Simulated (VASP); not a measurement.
Crystal: Mo.

```xyz
1
Lattice="-1.5696 1.5696 1.5696 1.5696 -1.5696 1.5696 1.5696 1.5696 -1.5696" Properties=species:S:1:pos:R:3 pbc="T T T"
Mo    0.0000    0.0000    0.0000
```

Program: VASP 6.6.1. Alike in all runs: task single point; potentials or basis VASP PAW PBE potentials, release 64 (Mo_sv); no spin polarisation; cell as given; cutoff (eV) 500; smearing fermi-dirac 0.0125 eV.

**Question.** Order these runs on this cell by their pressure, lowest first.
A. level PBE; k mesh 8 × 8 × 8
B. level PBE+D3(BJ); k mesh 8 × 8 × 8
C. level PBE+U; U Mo d U = 2.0 eV; k mesh 8 × 8 × 8, shifted

**Answer.** B (-0.9 GPa), A (6.9 GPa), C (10.3 GPa).

Caveats: U without spin polarisation on a metal has little footing (some runs); the U is typed as a test and isn't derived for this compound (some runs); three body term missing (some runs); pairwise dispersion overbinds metals, which lowers pressure and volume (some runs).
